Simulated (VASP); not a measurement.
Wanted: the native input for a VASP 6.6.1 run.

```yaml
Task: single point
Functional: PBE
Potentials_or_basis: VASP PAW PBE potentials, release 64 (Pd)
Cutoff: 520 eV
k_mesh: 6 × 6 × 8
Occupations: gaussian, width 0.1 eV
Spin: no spin polarisation
Dipole_correction: no
Further_INCAR_settings: ALGO = Normal; EDIFF = 1e-07; NBANDS = 11
```

The structure of Pd lies in POSCAR:

```
Pd
1.0
    1.7701950200     -1.9131494500      0.0000000000
    1.7701950200      1.9131494500      0.0000000000
    0.0000000000      0.0000000000      2.4561403900
Pd
1
Direct
    0.0000000000      0.0000000000      0.0000000000
```

The cell was built from a structure type or drawn by symmetry, and may not be a known phase.

One way to write it, as run:

INCAR

```
ALGO = Normal
EDIFF = 1E-7
ENCUT = 520
GGA = PE
ISIF = 2
ISMEAR = 0
LASPH = T
LCHARG = T
LELF = T
LREAL = F
LVHAR = T
LWAVE = F
NBANDS = 11
NELM = 100
PREC = Accurate
SIGMA = 0.1
```

KPOINTS

```
k-points
0
Gamma
  6 6 8
```

Potentials or basis: VASP PAW PBE potentials, release 64 (Pd).

Run with:

```bash
$ cat potpaw_PBE.64/Pd/POTCAR > POTCAR
$ mpirun -np 1 vasp_std > vasp.out
```

Results of the run:

```yaml
Pressure: 11.8 GPa
Band_gap_on_the_k_mesh: zero (bands 5 and 6 overlap by 2.27 eV)
```

Caveat: the k points lie up to 0.40 Å⁻¹ apart, too coarse for converged energies and pressures of a metal.

Wall time 7 s on 1 thread of Intel Xeon 8259CL, on a shared host, peak memory 0.13 GiB.
